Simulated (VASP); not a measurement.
**H: single point with PBEsol**

H:

```
CELL_PARAMETERS angstrom
3.84013 0.00000 0.00000
-1.92007 3.32565 0.02079
0.00000 0.03154 5.04666
ATOMIC_POSITIONS crystal
H 0.33333 0.66667 0.17650
H 0.66667 0.33333 0.67650
H 0.66667 0.33333 0.82350
H 0.33333 0.66667 0.32350
```

This cell differs from its parent crystal: strain +0.0125 x Voigt [0, 0, 0, 1, 0, 0].

```
Program             : VASP 6.6.1
Task                : single point
Functional          : PBEsol
Potentials or basis : VASP PAW PBE potentials, release 64 (H)
Cutoff              : 500 eV
k mesh              : 9 × 9 × 6
Occupations         : gaussian, width 0.05 eV
Spin                : no spin polarisation
```

```yaml
Pressure: 0.6 GPa
Largest_force: 0.608 eV/Å
Band_gap_on_the_k_mesh: 9.32 eV
```

Forces on the atoms (eV/Å):
```
H    0.000 -0.004 -0.608
H    0.000 -0.004 -0.608
H    0.000  0.004  0.608
H    0.000  0.004  0.608
```

Stress tensor (GPa, compression positive):
```
-0.17  0.00  0.00
 0.00 -0.17  0.01
 0.00  0.01  2.01
```

Levels at points of the mesh, in eV from the valence-band top:
```tsv
k point	band 1	band 2	band 3	band 4	band 5	band 6
(0.00, 0.00, 0.00)	-1.42	0.00	9.32	11.98	15.02	16.60
(0.00, 0.00, 0.50)	-0.78	-0.78	10.38	10.38	17.17	17.17
```

It took 55 s on 1 thread of Intel Xeon 6455B (shared host), peak memory 0.21 GiB.

Caveat: the cell differs from its parent crystal (strain +0.0125 x Voigt [0, 0, 0, 1, 0, 0]); this functional lacks dispersion, which holds the molecules together, so the pressure and a relaxed volume are unreliable; the PAW data sets were made with another functional, which shifts forces and pressure a little; an odd mesh through Γ misses points on the zone boundary, where band edges can lie.
